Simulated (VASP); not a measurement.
Set up this calculation in VASP 6.6.1, as the native input.

```
Task                   : single point
Functional             : PBE
Potentials or basis    : VASP PAW PBE potentials, release 64 (Hf_pv, O)
Cutoff                 : 520 eV
k mesh                 : 4 × 4 × 4
Occupations            : gaussian, width 0.01 eV
Spin                   : no spin polarisation
Dipole correction      : no
Further INCAR settings : ALGO = Normal; EDIFF = 1e-06; NBANDS = 18
```

The structure of HfO2 lies in POSCAR:

```
HfO2
1.0
    0.0000000000      2.5291823193      2.5291823193
    2.5291823193      0.0000000000      2.5291823193
    2.5291823193      2.5291823193      0.0000000000
Hf O
1 2
Direct
    0.0000000000      0.0000000000      0.0000000000
    0.2500000000      0.2500000000      0.2500000000
    0.7500000000      0.7500000000      0.7500000000
```

These files were run (other wordings do the same):

INCAR

```
  PREC = Accurate
  ENCUT = 520
  EDIFF = 1E-6
  ISMEAR = 0
  SIGMA = 0.01
  LREAL = F
  LASPH = T
  NELM = 100
  ALGO = Normal
  ISIF = 2
  LWAVE = F
  LCHARG = T
  GGA = PE
  LELF = T
  LVHAR = T
  NBANDS = 18
```

KPOINTS

```
Automatic mesh
0
Gamma
  4 4 4
```

Potentials or basis: VASP PAW PBE potentials, release 64 (Hf_pv, O).

The run is started by

```sh
$ cat potpaw_PBE.64/Hf_pv/POTCAR potpaw_PBE.64/O/POTCAR > POTCAR
$ mpirun -np 1 vasp_std > vasp.out
```

Results of the run:

```yaml
Pressure: 2.1 GPa
Band_gap_on_the_k_mesh: 3.82 eV, direct
```

Caveat: the k points lie up to 0.54 Å⁻¹ apart; spin-orbit coupling is left out, which moves the levels of the heavy elements.

Wall time 5.4 s on 1 thread of Intel(R) Xeon(R) Platinum 8488C (Sapphire Rapids), with other jobs on the host, peak memory 0.15 GiB.
